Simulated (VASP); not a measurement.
Runs of VASP 6.6.1 on ZrSi4Pd. The structure is that of space group F-43m (No. 216), or close to it. The cells are those of the table. 

| task | cell | k mesh | cutoff (eV) | k mesh for the DOS | occupations for the DOS | gap on the mesh (eV) | pressure (GPa) | relaxed volume (Å³/atom) | largest force (eV/Å) |
| --- | --- | --- | --- | --- | --- | --- | --- | --- | --- |
| single point | a = 5.034 Å, angles 60.0°, 6 atoms | 4 × 4 × 4 | 520 | - | - | none | (a) | - | (b) |
| relaxation of cell and atoms | relaxed from a = 5.034 Å, angles 60.0°, 6 atoms | 10 × 10 × 10 | 600 | - | - | none | 0.0 | 15.10 | 0.01 |
| single point | a = 5.033 Å, angles 60.0°, 6 atoms | 4 × 4 × 4 | 520 | - | - | none | -0.1 | - | 0.93 |
| relaxation of cell and atoms | relaxed from a = 5.033 Å, angles 60.0°, 6 atoms | 4 × 4 × 4 | 600 | - | - | none | -0.1 | 15.01 | - |
| single point | a = 5.042 Å, angles 60.0°, 6 atoms | 10 × 10 × 10 | 520 | - | - | none | -0.1 | - | - |

Alike in all rows: level PBE; potentials or basis VASP PAW PBE potentials, release 64 (Zr_sv, Si, Pd); no spin polarisation; smearing gaussian 0.1 eV.

Estimate the missing entries.

(a) -0.3; (b) 0.02.

Caveats: some runs use coarse meshes.

A k mesh can miss the band edges, and the runs leave out spin-orbit coupling on Pd, Zr.

A gap of «none» marks levels without a gap at the run's occupations.
